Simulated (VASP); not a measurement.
A run of VASP 6.6.1 is set up as follows.

File INCAR:

```
ALGO     = Normal         # electronic algorithm
EDIFF    = 1E-6           # SCF threshold, eV
ENCUT    = 520            # plane-wave cutoff, eV
GGA      = PE             # functional
ISIF     = 2              # what is computed and relaxed
ISMEAR   = 0              # smearing method
IVDW     = 12             # dispersion correction
LASPH    = True           # aspherical terms in the spheres
LCHARG   = False          # write CHGCAR
LREAL    = False          # projectors in reciprocal space
LWAVE    = False          # write WAVECAR
NBANDS   = 9              # bands
NELM     = 100            # most SCF steps
PREC     = Accurate       # precision mode
SIGMA    = 0.15           # smearing width, eV
```

File KPOINTS:

```
k-points
0
Gamma
  22 22 22
```

The input POSCAR:

```
S
1.0
    0.0000000000      2.2386952673      1.5827575540
    2.2386952673      0.0000000000      1.5827575540
    2.2386952673      2.2386952673      0.0000000000
S
1
Direct
    0.0000000000      0.0000000000      0.0000000000
```

Potentials or basis: VASP PAW PBE potentials, release 64 (S).

Command:

```console
$ cat potpaw_PBE.64/S/POTCAR > POTCAR
$ mpirun -np 1 vasp_std > vasp.out
```

Question: Predict the pressure.

Answer: -4.6 GPa.

Question: Predict the band gap on the k mesh.

Answer: Zero (bands 3 and 4 overlap by 6.67 eV).

Question: Estimate the dispersion energy per atom.

Answer: -0.383 eV.

Caveat: the cell stands under tension.
